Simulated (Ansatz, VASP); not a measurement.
# One calculation of Mg, two programs

```
CELL_PARAMETERS angstrom
3.23155 0.00000 0.00000
-1.61577 2.79860 0.00000
0.00000 0.00000 10.51239
ATOMIC_POSITIONS crystal
Mg 0.00000 0.00000 0.00000
Mg 0.00000 0.00000 0.50000
Mg 0.33333 0.66667 0.25000
Mg 0.66667 0.33333 0.75000
```

Alike in both runs: functional RPBE; k mesh 11 × 11 × 3; occupations fermi-dirac, width 0.1 eV; no spin polarisation.

Ansatz relaxed the structure, and its values are those at the end. VASP's run is a single point on that final structure, the one shown.

|  | VASP | Ansatz |
| --- | --- | --- |
| version | VASP 6.6.1 | Ansatz 0.2.0 |
| potentials or method | VASP PAW PBE potentials, release 64 (Mg), cutoff 520 eV | plane waves (420 eV) with PAW, scalar-relativistic |
| valence electrons in the cell | 8 | 40 |

```tsv
	VASP	Ansatz	Ansatz less VASP
pressure (GPa)	-0.2	0.0	+0.19
```

VASP's potentials were made for PBE, not for RPBE. The functional is the same, so the differences come from potentials, cutoffs and numerics. VASP's potentials hold 8 valence electrons a cell and Ansatz's 40, so a difference there can come from the potentials and not from the codes.
